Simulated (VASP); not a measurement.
# Rh8CO in VASP: notebook

Rh8CO is run at these levels: RPBE; tasks: single point.

Program: VASP 6.6.1. These are calculated values, not measurements. Logs are shortened: lines on timing, memory, paths and dates and some standing lists are left out, and cuts for length are marked.

## Step 1: The cell of the first run

The cell holds a slab with vacuum, 10 atoms: a = 5.450 Å, b = 2.725 Å, c = 26.824 Å, α = 90.00°, β = 90.00°, γ = 120.00°.

## Step 2: Single point, RPBE

Input file INCAR:

```
SYSTEM = Rh8CO
PREC = Accurate
ENCUT = 520
EDIFF = 1E-6
ISMEAR = 0
SIGMA = 0.1
LREAL = .FALSE.
LASPH = .TRUE.
NELM = 80
ALGO = Normal
ISIF = 2
LWAVE = .FALSE.
LCHARG = .TRUE.
LDIPOL = .TRUE.
IDIPOL = 3
DIPOL = 0.5 0.5 0.483
GGA = RP
LELF = .TRUE.
LVHAR = .TRUE.
LVACPOTAV = .TRUE.
NBANDS = 76
```

Input file KPOINTS:

```
regular mesh
0
G
  6 12 1
  0 0 0
```

Input file POSCAR:

```
Rh8CO
1.0
    5.4496802796      0.0000000000      0.0000000000
   -1.3624200699      2.3597807823      0.0000000000
    0.0000000000      0.0000000000     26.8244679731
Rh C O
8 1 1
Direct
    0.3333333333      0.3333333333      0.3168748774
    0.8333333333      0.3333333333      0.3168748774
    0.6666666667      0.6666666667      0.3998149252
    0.1666666667      0.6666666667      0.3998149252
   -0.0011212995     -0.0011212995      0.4809567878
    0.5009886756      0.0009886756      0.4818455827
    0.3291571316      0.3291571316      0.5717478471
    0.8316432863      0.3316432863      0.5623225307
    0.3342106585      0.8342106585      0.6278596764
    0.3398029972      0.8398029972      0.6715621866
```

Potentials or basis: VASP PAW PBE potentials, release 64 (Rh_pv, C, O).

On the command line:

```bash
$ cat potpaw_PBE.64/Rh_pv/POTCAR potpaw_PBE.64/C/POTCAR potpaw_PBE.64/O/POTCAR > POTCAR
$ mpirun -np 1 vasp_std > vasp.out
```

OUTCAR:

```text
SYSTEM = Rh8CO
   PREC = Accurate
   ENCUT = 520
   EDIFF = 1E-6
   ISMEAR = 0
   LREAL = .FALSE.
   LASPH = .TRUE.
   NELM = 80
   ISIF = 2
   GGA = RP

 ion  position               nearest neighbor table
   1  0.333  0.333  0.317-   4 2.72   4 2.72   3 2.72   2 2.72   2 2.72   2 2.72   2 2.72
   2  0.833  0.333  0.317-   3 2.72   3 2.72   4 2.72   1 2.72   1 2.72   1 2.72   1 2.72
   3  0.667  0.667  0.400-   5 2.68   6 2.70   6 2.70   2 2.72   2 2.72   1 2.72   4 2.72   4 2.72
                             4 2.72   4 2.72
   4  0.167  0.667  0.400-   5 2.69   5 2.69   6 2.71   1 2.72   1 2.72   2 2.72   3 2.72   3 2.72
                             3 2.72   3 2.72
   5  0.999  0.999  0.481-   3 2.68   4 2.69   4 2.69   8 2.69   8 2.69   6 2.72   6 2.72   6 2.73
                             6 2.73   7 2.89
   6  0.501  0.001  0.482-   8 2.66   3 2.70   3 2.70   4 2.71   5 2.72   5 2.72   5 2.73   5 2.73
                             7 2.89   7 2.89
   7  0.329  0.329  0.572-   9 2.03   9 2.03   8 2.73   8 2.73   8 2.75   8 2.75   6 2.89   6 2.89
                             5 2.89
   8  0.832  0.332  0.562-   6 2.66   5 2.69   5 2.69   7 2.73   7 2.73   7 2.75   7 2.75
   9  0.334  0.834  0.628-  10 1.17   7 2.03   7 2.03
  10  0.340  0.840  0.672-   9 1.17

  Warning from LATTYP: Monoclinic adjustment (A1->A3, A2->A1, A3->A2)!
  LATTYP: Found a simple orthorhombic cell.
 ALAT       =     2.7248401398
 B/A-ratio  =     1.7320508076
 C/A-ratio  =     9.8444189740

  Lattice vectors:

 A1 = (   1.3624200699,  -2.3597807823,   0.0000000000)
 A2 = (   4.0872602097,   2.3597807823,   0.0000000000)
 A3 = (   0.0000000000,   0.0000000000,  26.8244679731)

Analysis of symmetry for initial positions (statically):
=====================================================================
 Subroutine PRICEL returns:
 Original cell was already a primitive cell.

 Routine SETGRP: Setting up the symmetry group for a
 simple orthorhombic supercell.

 Subroutine GETGRP returns: Found  2 space group operations
 (whereof  2 operations were pure point group operations)
 out of a pool of  8 trial point group operations.

The static configuration has the point symmetry C_1h.

Analysis of symmetry for dynamics (positions and initial velocities):
=====================================================================
 Subroutine PRICEL returns:
 Original cell was already a primitive cell.

 Routine SETGRP: Setting up the symmetry group for a
 simple orthorhombic supercell.

 Subroutine GETGRP returns: Found  2 space group operations
 (whereof  2 operations were pure point group operations)
 out of a pool of  8 trial point group operations.

The dynamic configuration has the point symmetry C_1h.

 Subroutine INISYM returns: Found  2 space group operations
 (whereof  2 operations are pure point group operations),
 and found     1 'primitive' translations

----------------------------------------------------------------------------------------

                                     Primitive cell

  volume of cell :     344.9640

  direct lattice vectors                    reciprocal lattice vectors
     5.449680280  0.000000000  0.000000000     0.183497003  0.105942044  0.000000000
    -1.362420070  2.359780782  0.000000000     0.000000000  0.423768177  0.000000000
     0.000000000  0.000000000 26.824467973     0.000000000  0.000000000  0.037279397

  length of vectors
     5.449680280  2.724840140 26.824467973     0.211884088  0.423768177  0.037279397

  position of ions in fractional coordinates (direct lattice)
     0.333333333  0.333333333  0.316874877
     0.833333333  0.333333333  0.316874877
     0.666666667  0.666666667  0.399814925
     0.166666667  0.666666667  0.399814925
     0.998878701  0.998878701  0.480956788
     0.500988676  0.000988676  0.481845583
     0.329157132  0.329157132  0.571747847
     0.831643286  0.331643286  0.562322531
     0.334210658  0.834210658  0.627859676
     0.339802997  0.839802997  0.671562187

  ion indices of the primitive-cell ions
   primitive index   ion index
                 1           1
                 2           2
                 3           3
                 4           4
                 5           5
                 6           6
                 7           7
                 8           8
                 9           9
                10          10

----------------------------------------------------------------------------------------

 KPOINTS: regular mesh

Automatic generation of k-mesh.
 Grid dimensions read from file:
 generate k-points for:    6   12    1

 Generating k-lattice:

  Cartesian coordinates                     Fractional coordinates (reciprocal lattice)
     0.030582834  0.017657007  0.000000000     0.166666667 -0.000000000  0.000000000
     0.000000000  0.035314015  0.000000000     0.000000000  0.083333333  0.000000000
     0.000000000  0.000000000  0.037279397     0.000000000  0.000000000  1.000000000

  Length of vectors
     0.035314015  0.035314015  0.037279397

  Shift w.r.t. Gamma in fractional coordinates (k-lattice)
     0.000000000  0.000000000  0.000000000

 Subroutine IBZKPT returns following result:
 ===========================================

 Found     25 irreducible k-points:

 Following reciprocal coordinates:
            Coordinates               Weight
  0.000000  0.000000  0.000000      1.000000
  0.166667  0.000000  0.000000      2.000000
  0.333333 -0.000000  0.000000      2.000000
  0.500000  0.000000  0.000000      1.000000
  0.000000  0.083333  0.000000      4.000000
  0.166667  0.083333  0.000000      4.000000
[... 16 lines left out ...]
  0.166667  0.500000  0.000000      2.000000
  0.333333  0.500000  0.000000      2.000000
   k-points           NKPTS =     25   k-points in BZ     NKDIM =     25   number of bands    NBANDS=     76
   number of dos      NEDOS =    301   number of ions     NIONS =     10
   total plane-waves  NPLWV = 168000
   dimension x,y,z NGX =    42 NGY =   20 NGZ =  200
   dimension x,y,z NGXF=    84 NGYF=   40 NGZF=  400
   ions per type =               8   1   1
   NGX,Y,Z   is equivalent  to a cutoff of  12.81, 12.20, 12.40 a.u.
   NGXF,Y,Z  is equivalent  to a cutoff of  25.62, 24.40, 24.79 a.u.
 SYSTEM =  Rh8CO
   PREC   = accura    normal or accurate (medium, high low for compatibility)
   ISTART =      0    job   : 0-new  1-cont  2-samecut
   ICHARG =      2    charge: 1-file 2-atom 10-const
   ISPIN  =      1    spin polarized calculation?
   LNONCOLLINEAR =      F non collinear calculations
   LSORBIT =      F    spin-orbit coupling
   LASPH  =      T    aspherical Exc in radial PAW
   ENCUT  =  520.0 eV  38.22 Ry    6.18 a.u.  10.13  5.07 49.88*2*pi/ulx,y,z
   NELM   =     80;   NELMIN=  2; NELMDL= -5     # of ELM steps
   EDIFF  = 0.1E-05   stopping-criterion for ELM
   LREAL  =      F    real-space projection
   EDIFFG = 0.1E-04   stopping-criterion for IOM
   NSW    =      0    number of steps for IOM
   IBRION =     -1    ionic relax: 0-MD 1-quasi-New 2-CG
   NFREE  =      0    steps in history (QN), initial steepest desc. (CG)
   ISIF   =      2    stress and relaxation
   ISYM   =      2    0-nonsym 1-usesym 2-fastsym
   POTIM  = 0.5000    time-step for ionic-motion
   TEBEG  =    0.0;   TEEND  =   0.0 temperature during run
   PSTRESS=    0.0 pullay stress
   NELECT =     130.0000    total number of electrons
   NUPDOWN=      -1.0000    fix difference up-down
   EMIN   =  10.00;   EMAX   =-10.00  energy-range for DOS
   EFERMI =   0.00;   METHOD = LEGACY
   ISMEAR =     0;   SIGMA  =   0.10  broadening in eV -4-tet -1-fermi 0-gaus
   EFERMI_NEDOS =   21; number of points for ismear=-14 and -15
   IALGO  =     38    algorithm
   IMIX   =      4    mixing-type and parameters
     AMIX     =   0.40;   BMIX     =  1.00
     AMIX_MAG =   1.60;   BMIX_MAG =  1.00
  volume/ion in A,a.u.               =      34.50       232.79
  Fermi-wavevector in a.u.,A,eV,Ry     =   1.182491  2.234585 19.024837  1.398286
  Thomas-Fermi vector in A             =   2.318745
   LORBIT       =      0    0 simple, 1 ext, 2 COOP (PROOUT), +10 PAW based schemes
   GGA     = RP    functional components
   LHFCALC =     F    Hartree Fock is set to
   AEXX    =    0.0000 exact exchange contribution
   IVDW    =     0    specifies the selected vdW correction
   LEPSILON=     F    determine dielectric tensor
   LRPA    =     F    only Hartree local field effects (RPA)
 non-spin polarized calculation
 Gauss-broadening in eV      SIGMA  =   0.10
  energy-cutoff  :      520.00
  volume of cell :      344.96
 maximum number of plane-waves:      9348
 NGX is ok and might be reduce to    42
   NGX = 21   NGY = 11   NGZ = 99

 dipolmoment           0.000000      0.000000     -0.003547 electrons x Angstroem

 number of electron     129.9999987 magnetization

 dipolmoment           0.000000      0.000000      0.121581 electrons x Angstroem

 Free energy of the ion-electron system (eV)
  ---------------------------------------------------
  ext. energy  EPLUGINS =         0.00000000
  ---------------------------------------------------
  free energy    TOTEN  =       -65.86410039 eV

  energy without entropy =      -65.80045598  energy(sigma->0) =      -65.83227818

 E-fermi :   0.3631     XC(G=0):  -5.7558

 val. band max:        0.3515557832   @ k =   0.3333   0.0833   0.0000
 cond. band min:       0.3659818655   @ k =   0.0000   0.3333   0.0000
 fundamental gap:      0.0144260823
 Fermi energy:         0.3631363387

 k-point     1 :       0.0000    0.0000    0.0000
  band No.  band energies     occupation
      1     -46.6098      2.00000
      2     -46.5496      2.00000
      3     -46.5109      2.00000
      4     -46.3385      2.00000
      5     -46.2853      2.00000
      6     -46.2568      2.00000
[... 68 lines left out ...]
     75       2.8839      0.00000
     76       3.9627      0.00000
[... 1815 lines left out ...]
     75       4.3788      0.00000
     76       5.3241      0.00000

 [... further k-points ...]

------------------------ aborting loop because EDIFF is reached ----------------------------------------

  FORCE on cell =-STRESS in cart. coord.  units (eV):
  Direction    XX          YY          ZZ          XY          YZ          ZX
  --------------------------------------------------------------------------------------
  -------------------------------------------------------------------------------------
  Total       -2.4372000     -2.1954238     -0.4718623     -0.2093843      0.0082033      0.0142119
  in kB      -11.3195185    -10.1965945     -2.1915536     -0.9724807      0.0381002      0.0660067
  external PRESSURE =      -7.9025556 kB  Pullay stress =       0.0000000 kB

 VOLUME and BASIS-vectors are now :
 -----------------------------------------------------------------------------
  energy-cutoff  :      520.00
  volume of cell :      344.96
      direct lattice vectors                 reciprocal lattice vectors
     5.449680280  0.000000000  0.000000000     0.183497003  0.105942044  0.000000000
    -1.362420070  2.359780782  0.000000000     0.000000000  0.423768177  0.000000000
     0.000000000  0.000000000 26.824467973     0.000000000  0.000000000  0.037279397

 POSITION                                       TOTAL-FORCE (eV/Angst)
 -----------------------------------------------------------------------------------
      1.36242      0.78659      8.50000         0.058747      0.033917      0.283870
      4.08726      0.78659      8.50000        -0.057319     -0.033093      0.295035
      2.72484      1.57319     10.72482        -0.086232     -0.049786     -0.519491
      0.00000      1.57319     10.72482         0.084732      0.048920     -0.079975
      4.08268      2.35713     12.90141         0.000651      0.000376      0.006944
      2.72888      0.00233     12.92525        -0.000099     -0.000057      0.003075
      1.34535      0.77674     15.33683         0.000676      0.000390      0.005587
      4.08035      0.78261     15.08400        -0.000571     -0.000330      0.005598
      0.68480      1.96855     16.84200        -0.016537     -0.009548     -0.727009
      0.70765      1.98175     18.01430         0.015953      0.009210      0.726366
 -----------------------------------------------------------------------------------
    total drift:                               -0.000175     -0.000122     -0.002625

  FREE ENERGIE OF THE ION-ELECTRON SYSTEM (eV)
  ---------------------------------------------------
  free  energy   TOTEN  =       -65.8641003893 eV

  energy  without entropy=      -65.8004559797  energy(sigma->0) =      -65.83227818

 vacuum level on the upper side and lower side of the slab         7.014         5.303
```

It took 62 min on 1 thread of Intel Xeon 8259CL, shared host; peak memory 0.75 GiB.

What came out:

| Item | Value |
| --- | --- |
| Free energy | -65.8641 eV |
| Largest force | 0.727 eV/Å |
| Band gap on the k mesh | zero (bands 65 and 66 overlap by 1.39 eV) |

Forces in eV/Å, atoms in the order of the input:
```
Rh   0.059  0.034  0.284
Rh  -0.057 -0.033  0.295
Rh  -0.086 -0.050 -0.519
Rh   0.085  0.049 -0.080
Rh   0.001  0.000  0.007
Rh   0.000  0.000  0.003
Rh   0.001  0.000  0.006
Rh  -0.001  0.000  0.006
C   -0.017 -0.010 -0.727
O    0.016  0.009  0.726
```

Levels at points of the mesh, in eV from the Fermi level:
```tsv
k point	band 62	band 63	band 64	band 65	band 66	band 67	band 68	band 69
(0.00, 0.00, 0.00)	-0.44	-0.21	-0.19	0.10	0.24	0.36	0.40	0.53
(0.50, 0.00, 0.00)	-1.04	-0.98	-0.92	-0.82	-0.67	-0.63	-0.51	-0.29
(0.00, 0.50, 0.00)	0.52	0.54	0.54	0.72	0.72	0.89	0.99	0.99
(0.50, 0.50, 0.00)	-0.72	-0.22	0.07	0.42	0.47	0.65	0.78	1.36
```

Caveat: the PAW data sets were made with another functional, which shifts forces and pressure a little.

## Step 3: Single point, RPBE

Input file INCAR:

```
  PREC = Accurate
  ENCUT = 520
  EDIFF = 1E-7
  ISMEAR = 0
  SIGMA = 0.1
  LREAL = False
  LASPH = True
  NELM = 80
  ALGO = Normal
  ISIF = 2
  LWAVE = False
  LCHARG = True
  LDIPOL = True
  IDIPOL = 3
  DIPOL = 0.5 0.5 0.483
  GGA = RP
  LELF = True
  LVHAR = True
  LVACPOTAV = True
  NBANDS = 76
```

Input file KPOINTS:

```
regular mesh
0
Gamma
  6 12 1
```

Input file POSCAR:

```
Rh8CO
1.0
    5.4496802796      0.0000000000      0.0000000000
   -1.3624200699      2.3597807823      0.0000000000
    0.0000000000      0.0000000000     26.8244679731
Rh C O
8 1 1
Direct
    0.3333333333      0.3333333333      0.3168748774
    0.8333333333      0.3333333333      0.3168748774
    0.6666666667      0.6666666667      0.3998149252
    0.1666666667      0.6666666667      0.3998149252
   -0.0009898546     -0.0009898546      0.4809551105
    0.5009773938      0.0009773938      0.4818545789
    0.3288333502      0.3288333502      0.5718882226
    0.8313435715      0.3313435715      0.5622896387
    0.3305894064      0.8305894064      0.6280393859
    0.3341467447      0.8341467447      0.6717470099
```

Potentials or basis: VASP PAW PBE potentials, release 64 (Rh_pv, C, O).

On the command line:

```bash
$ cat potpaw_PBE.64/Rh_pv/POTCAR potpaw_PBE.64/C/POTCAR potpaw_PBE.64/O/POTCAR > POTCAR
$ mpirun -np 1 vasp_std > vasp.out
```

Wall time 29 min (1 thread of Intel Xeon Platinum 8488C (Sapphire Rapids), shared host); peak memory 0.73 GiB.

It converged, with:

```
Free energy            : -65.8640 eV
Largest force          : 0.740 eV/Å
Band gap on the k mesh : zero (bands 65 and 66 overlap by 1.39 eV)
```

Forces in eV/Å, atoms in the order of the input:
```
Rh   0.059  0.034  0.284
Rh  -0.058 -0.033  0.295
Rh  -0.086 -0.050 -0.517
Rh   0.087  0.050 -0.081
Rh  -0.005 -0.003  0.006
Rh   0.000  0.000  0.008
Rh   0.000  0.000  0.008
Rh  -0.002 -0.001  0.015
C   -0.004 -0.002 -0.740
O    0.010  0.006  0.722
```

Levels at points of the mesh, in eV from the Fermi level:
| k point | band 61 | band 62 | band 63 | band 64 | band 65 | band 66 | band 67 | band 68 | band 69 | band 70 |
| --- | --- | --- | --- | --- | --- | --- | --- | --- | --- | --- |
| (0.00, 0.00, 0.00) | -0.57 | -0.45 | -0.21 | -0.19 | 0.10 | 0.24 | 0.36 | 0.40 | 0.53 | 0.66 |
| (0.50, 0.00, 0.00) | -1.25 | -1.04 | -0.98 | -0.92 | -0.82 | -0.67 | -0.63 | -0.51 | -0.29 | -0.01 |
| (0.00, 0.50, 0.00) | 0.49 | 0.52 | 0.54 | 0.54 | 0.72 | 0.72 | 0.89 | 0.99 | 0.99 | 1.57 |
| (0.50, 0.50, 0.00) | -0.85 | -0.71 | -0.22 | 0.07 | 0.42 | 0.47 | 0.65 | 0.78 | 1.35 | 1.98 |

Caveat: the PAW data sets were made with another functional, which shifts forces and pressure a little.
